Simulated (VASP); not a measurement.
A run of VASP 6.6.1 is set up as follows.

INCAR

```
ALGO = Fast
EDIFF = 1E-6
ENCUT = 520
GGA = PE
ISIF = 2
ISMEAR = 0
LASPH = T
LCHARG = F
LREAL = F
LWAVE = F
NBANDS = 15
NELM = 100
PREC = Accurate
SIGMA = 0.1
```

Contents of KPOINTS:

```
k-points
0
Gamma
  4 4 6
```

Contents of POSCAR:

```
MgW
1.0
    2.7365479644     -2.7365674270      0.0000000000
    2.7365479644      2.7365674270      0.0000000000
    0.0000000000      0.0000000000      2.5624130718
Mg W
1 1
Direct
    0.5000000000      0.5000000000      0.0000000000
    0.0000000000      0.0000000000      0.0000000000
```

Potentials or basis: VASP PAW PBE potentials, release 64 (Mg, W_sv).

The run is started by

```sh
$ cat potpaw_PBE.64/Mg/POTCAR potpaw_PBE.64/W_sv/POTCAR > POTCAR
$ mpirun -np 1 vasp_std > vasp.out
```

**Question.** What does it give for the band gap on the k mesh?

**Answer.** Zero (band 8 reaches 7.76 eV, above the bottom of band 9 at 5.44 eV).

**Question.** What does it give for the pressure?

**Answer.** 0.1 GPa.

Stress tensor (GPa, compression positive):
```
-0.07  0.00  0.00
 0.00 -0.07  0.00
 0.00  0.00  0.48
```

Caveat: the k points lie up to 0.41 Å⁻¹ apart; spin-orbit coupling is left out, which moves the levels of the heavy elements.
